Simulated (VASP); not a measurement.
# AgCl in VASP: a series of runs, part 2 of 2

VASP 6.6.1.

## (5) Single point, LDA (volume scaled by 0.94)

Input file INCAR:

```
SYSTEM = AgCl
PREC = Accurate ; ENCUT = 520
EDIFF = 1E-6 ; ISMEAR = -1
SIGMA = 0.02 ; LREAL = .False.
LASPH = .True. ; NELM = 100
ALGO = Normal ; ISIF = 2
LWAVE = .False. ; LCHARG = .True.
GGA = CA ; LELF = .True.
LVHAR = .True. ; NBANDS = 16
```

Input file KPOINTS:

```
Automatic mesh
0
Gamma
  8 8 8
  0 0 0
```

Input file POSCAR:

```
AgCl
1.0
    0.0000000000      2.7165392174      2.7165392174
    2.7165392174      0.0000000000      2.7165392174
    2.7165392174      2.7165392174      0.0000000000
Ag Cl
1 1
Direct
    0.5000000000      0.5000000000      0.5000000000
    0.0000000000      0.0000000000      0.0000000000
```

Potentials or basis: VASP PAW LDA potentials, release 64 (Ag, Cl).

On the command line:

```bash
> cat potpaw_LDA.64/Ag/POTCAR potpaw_LDA.64/Cl/POTCAR > POTCAR
> mpirun -np 1 vasp_std > vasp.out
```

OUTCAR:

```text
SYSTEM = AgCl
   PREC = Accurate
   ENCUT = 520
   EDIFF = 1E-6
   ISMEAR = -1
   LREAL = .False.
   LASPH = .True.
   NELM = 100
   ISIF = 2
   GGA = CA

 ion  position               nearest neighbor table
   1  0.500  0.500  0.500-   2 2.72   2 2.72   2 2.72   2 2.72   2 2.72   2 2.72
   2  0.000  0.000  0.000-   1 2.72   1 2.72   1 2.72   1 2.72   1 2.72   1 2.72

  LATTYP: Found a face centered cubic cell.
 ALAT       =     5.4330784348

  Lattice vectors:

 A1 = (   0.0000000000,   2.7165392174,   2.7165392174)
 A2 = (   2.7165392174,   0.0000000000,   2.7165392174)
 A3 = (   2.7165392174,   2.7165392174,   0.0000000000)

Analysis of symmetry for initial positions (statically):
[... 33 lines left out ...]
                                     Primitive cell

  volume of cell :      40.0939

  direct lattice vectors                    reciprocal lattice vectors
     0.000000000  2.716539217  2.716539217    -0.184057715  0.184057715  0.184057715
     2.716539217  0.000000000  2.716539217     0.184057715 -0.184057715  0.184057715
     2.716539217  2.716539217  0.000000000     0.184057715  0.184057715 -0.184057715

  length of vectors
     3.841766604  3.841766604  3.841766604     0.318797313  0.318797313  0.318797313

  position of ions in fractional coordinates (direct lattice)
     0.500000000  0.500000000  0.500000000
     0.000000000  0.000000000  0.000000000

  ion indices of the primitive-cell ions
   primitive index   ion index
                 1           1
                 2           2

----------------------------------------------------------------------------------------

 KPOINTS: Automatic mesh

Automatic generation of k-mesh.
 Grid dimensions read from file:
 generate k-points for:    8    8    8

 Generating k-lattice:

  Cartesian coordinates                     Fractional coordinates (reciprocal lattice)
    -0.023007214  0.023007214  0.023007214     0.125000000  0.000000000  0.000000000
     0.023007214 -0.023007214  0.023007214     0.000000000  0.125000000  0.000000000
     0.023007214  0.023007214 -0.023007214     0.000000000  0.000000000  0.125000000

  Length of vectors
     0.039849664  0.039849664  0.039849664

  Shift w.r.t. Gamma in fractional coordinates (k-lattice)
     0.000000000  0.000000000  0.000000000

 Subroutine IBZKPT returns following result:
 ===========================================

 Found     29 irreducible k-points:

 Following reciprocal coordinates:
            Coordinates               Weight
  0.000000  0.000000  0.000000      1.000000
  0.125000  0.000000  0.000000      8.000000
  0.250000  0.000000  0.000000      8.000000
  0.375000  0.000000  0.000000      8.000000
  0.500000  0.000000  0.000000      4.000000
  0.125000  0.125000  0.000000      6.000000
[... 16 lines left out ...]
  0.500000  0.250000  0.125000     48.000000
 -0.375000  0.250000  0.125000     24.000000
 [... further k-points ...]
   k-points           NKPTS =     29   k-points in BZ     NKDIM =     29   number of bands    NBANDS=     16
   number of dos      NEDOS =    301   number of ions     NIONS =      2
   total plane-waves  NPLWV =  27000
   dimension x,y,z NGX =    30 NGY =   30 NGZ =   30
   dimension x,y,z NGXF=    60 NGYF=   60 NGZF=   60
   ions per type =               1   1
   NGX,Y,Z   is equivalent  to a cutoff of  12.98, 12.98, 12.98 a.u.
   NGXF,Y,Z  is equivalent  to a cutoff of  25.96, 25.96, 25.96 a.u.
 SYSTEM =  AgCl
   PREC   = accura    normal or accurate (medium, high low for compatibility)
   ISTART =      0    job   : 0-new  1-cont  2-samecut
   ICHARG =      2    charge: 1-file 2-atom 10-const
   ISPIN  =      1    spin polarized calculation?
   LNONCOLLINEAR =      F non collinear calculations
   LSORBIT =      F    spin-orbit coupling
   LASPH  =      T    aspherical Exc in radial PAW
   ENCUT  =  520.0 eV  38.22 Ry    6.18 a.u.   7.14  7.14  7.14*2*pi/ulx,y,z
   NELM   =    100;   NELMIN=  2; NELMDL= -5     # of ELM steps
   EDIFF  = 0.1E-05   stopping-criterion for ELM
   LREAL  =      F    real-space projection
   EDIFFG = 0.1E-04   stopping-criterion for IOM
   NSW    =      0    number of steps for IOM
   IBRION =     -1    ionic relax: 0-MD 1-quasi-New 2-CG
   NFREE  =      0    steps in history (QN), initial steepest desc. (CG)
   ISIF   =      2    stress and relaxation
   ISYM   =      2    0-nonsym 1-usesym 2-fastsym
   POTIM  = 0.5000    time-step for ionic-motion
   TEBEG  =    0.0;   TEEND  =   0.0 temperature during run
   PSTRESS=    0.0 pullay stress
   NELECT =      18.0000    total number of electrons
   NUPDOWN=      -1.0000    fix difference up-down
   EMIN   =  10.00;   EMAX   =-10.00  energy-range for DOS
   EFERMI =   0.00;   METHOD = LEGACY
   ISMEAR =    -1;   SIGMA  =   0.02  broadening in eV -4-tet -1-fermi 0-gaus
   EFERMI_NEDOS =   21; number of points for ismear=-14 and -15
   IALGO  =     38    algorithm
   IMIX   =      4    mixing-type and parameters
     AMIX     =   0.40;   BMIX     =  1.00
     AMIX_MAG =   1.60;   BMIX_MAG =  1.00
  volume/ion in A,a.u.               =      20.05       135.28
  Fermi-wavevector in a.u.,A,eV,Ry     =   1.253544  2.368855 21.379832  1.571373
  Thomas-Fermi vector in A             =   2.387392
   LORBIT       =      0    0 simple, 1 ext, 2 COOP (PROOUT), +10 PAW based schemes
   GGA     = CA    functional components
   LHFCALC =     F    Hartree Fock is set to
   AEXX    =    0.0000 exact exchange contribution
   IVDW    =     0    specifies the selected vdW correction
   LEPSILON=     F    determine dielectric tensor
   LRPA    =     F    only Hartree local field effects (RPA)
 non-spin polarized calculation
  energy-cutoff  :      520.00
  volume of cell :       40.09
 maximum number of plane-waves:      1106
 NGX is ok and might be reduce to    30
   NGX = 15   NGY = 15   NGZ = 15

 number of electron      18.0000001 magnetization

 Free energy of the ion-electron system (eV)
  ---------------------------------------------------
  ext. energy  EPLUGINS =         0.00000000
  ---------------------------------------------------
  free energy    TOTEN  =        -6.77869471 eV

  energy without entropy =       -6.77869471  energy(sigma->0) =       -6.77869471

 E-fermi :   4.7441     XC(G=0): -10.7538

 val. band max:        4.3989797868   @ k =   0.5000   0.0000   0.0000
 cond. band min:       5.0416910790   @ k =   0.0000   0.0000   0.0000
 fundamental gap:      0.6427112922
 Fermi energy:         4.7440574793

 k-point     1 :       0.0000    0.0000    0.0000
  band No.  band energies     occupation
      1     -11.0819      2.00000
      2       1.6062      2.00000
      3       1.6062      2.00000
      4       1.6062      2.00000
      5       1.6492      2.00000
      6       1.6492      2.00000
[... 8 lines left out ...]
     15      17.7695      0.00000
     16      17.7695      0.00000

 k-point     2 :       0.1250    0.0000    0.0000
  band No.  band energies     occupation
      1     -11.0079      2.00000
      2       0.8661      2.00000
      3       0.9323      2.00000
      4       0.9323      2.00000
      5       1.6711      2.00000
      6       1.6711      2.00000
[... 8 lines left out ...]
     15      16.4117      0.00000
     16      16.9580      0.00000

 k-point     3 :       0.2500    0.0000    0.0000
  band No.  band energies     occupation
      1     -10.8199      2.00000
      2      -0.2780      2.00000
      3       0.3049      2.00000
      4       0.3049      2.00000
      5       1.8222      2.00000
      6       1.8222      2.00000
[... 8 lines left out ...]
     15      16.6060      0.00000
     16      16.9200      0.00000
[... 362 lines left out ...]
 k-point    23 :       0.5000    0.2500    0.1250
  band No.  band energies     occupation
      1     -10.5616      2.00000
      2      -0.9339      2.00000
      3      -0.1041      2.00000
      4       0.1569      2.00000
      5       1.8620      2.00000
      6       2.0569      2.00000
[... 8 lines left out ...]
     15      18.7828      0.00000
     16      19.6655      0.00000

 k-point    24 :      -0.3750    0.2500    0.1250
  band No.  band energies     occupation
      1     -10.4998      2.00000
      2      -1.0115      2.00000
      3      -0.1706      2.00000
      4      -0.1049      2.00000
      5       1.9708      2.00000
      6       2.0493      2.00000
[... 8 lines left out ...]
     15      17.9214      0.00000
     16      19.4461      0.00000

 [... further k-points ...]

------------------------ aborting loop because EDIFF is reached ----------------------------------------

  FORCE on cell =-STRESS in cart. coord.  units (eV):
  Direction    XX          YY          ZZ          XY          YZ          ZX
  --------------------------------------------------------------------------------------
  -------------------------------------------------------------------------------------
  Total       -0.6750638     -0.6750638     -0.6750638     -0.0000000     -0.0000000      0.0000000
  in kB      -26.9759964    -26.9759964    -26.9759964     -0.0000000     -0.0000000      0.0000000
  external PRESSURE =     -26.9759964 kB  Pullay stress =       0.0000000 kB

 VOLUME and BASIS-vectors are now :
 -----------------------------------------------------------------------------
  energy-cutoff  :      520.00
  volume of cell :       40.09
      direct lattice vectors                 reciprocal lattice vectors
     0.000000000  2.716539217  2.716539217    -0.184057715  0.184057715  0.184057715
     2.716539217  0.000000000  2.716539217     0.184057715 -0.184057715  0.184057715
     2.716539217  2.716539217  0.000000000     0.184057715  0.184057715 -0.184057715

 POSITION                                       TOTAL-FORCE (eV/Angst)
 -----------------------------------------------------------------------------------
      2.71654      2.71654      2.71654         0.000000      0.000000     -0.000000
      0.00000      0.00000      0.00000        -0.000000     -0.000000      0.000000
 -----------------------------------------------------------------------------------
    total drift:                                0.000000      0.000000      0.000000

  FREE ENERGIE OF THE ION-ELECTRON SYSTEM (eV)
  ---------------------------------------------------
  free  energy   TOTEN  =        -6.7786947117 eV

  energy  without entropy=       -6.7786947108  energy(sigma->0) =       -6.77869471
```

OSZICAR:

```text
N       E                     dE             d eps       ncg     rms          rms(c)
DAV:   1     0.900222102398E+02    0.90022E+02   -0.88628E+03   928   0.103E+03
DAV:   2    -0.411337445551E+01   -0.94136E+02   -0.86659E+02  1136   0.217E+02
DAV:   3    -0.692278232089E+01   -0.28094E+01   -0.28027E+01  1168   0.387E+01
DAV:   4    -0.693580264975E+01   -0.13020E-01   -0.13019E-01  1136   0.303E+00
DAV:   5    -0.693594204557E+01   -0.13940E-03   -0.13939E-03  1200   0.312E-01    0.755E+00
DAV:   6    -0.678778118341E+01    0.14816E+00   -0.23847E-01  1200   0.670E+00    0.495E+00
DAV:   7    -0.678120567843E+01    0.65755E-02   -0.62400E-02  1136   0.168E+00    0.206E+00
DAV:   8    -0.677877765862E+01    0.24280E-02   -0.36025E-03  1072   0.557E-01    0.266E-01
DAV:   9    -0.677868827936E+01    0.89379E-04   -0.29829E-04  1248   0.222E-01    0.345E-02
DAV:  10    -0.677869433054E+01   -0.60512E-05   -0.16057E-05  1120   0.386E-02    0.100E-02
DAV:  11    -0.677869471171E+01   -0.38117E-06   -0.61209E-07   744   0.724E-03
   1 F= -.67786947E+01 E0= -.67786947E+01  d E =-.933189E-09
```

stdout:

```text
POSCAR found type information on POSCAR AgCl
 POSCAR found :  2 types and       2 ions
 scaLAPACK will be used
 LDA part: xc-table for (Slater(with rela. corr.)+CA(PZ))
 , standard interpolation
 POSCAR, INCAR and KPOINTS ok, starting setup
 FFT: planning ... GRIDC
 FFT: planning ... GRID_SOFT
 FFT: planning ... GRID
 WAVECAR not read
 entering main loop
```

Run time: 27 s. Hardware: 1 thread of Intel Xeon 8259CL, shared host; peak memory 0.16 GiB.

Results:

| Property | Result |
| --- | --- |
| Free energy | -6.7787 eV |
| Pressure | -2.7 GPa |
| Band gap on the k mesh | 0.64 eV, indirect (least direct gap 3.19 eV) |

## (6) Summary

```tsv
cell	gap on the mesh (eV)	pressure (GPa)
a = 3.883 Å, angles 61.3°, 2 atoms	0.62	-5.6
a = 3.942 Å, angles 59.3°, 2 atoms	0.63	-5.6
a = 3.982 Å, angles 58.0°, 2 atoms	0.60	-5.6
a = 3.842 Å, angles 60.0°, 2 atoms	0.64	-2.7
```

Alike in all rows: task single point; level LDA; potentials or basis VASP PAW LDA potentials, release 64 (Ag, Cl); no spin polarisation; k mesh 8 × 8 × 8; cutoff (eV) 520; smearing fermi-dirac 0.02 eV.

Total energies depend on the potentials used, so only differences within one code and one set of settings carry meaning.
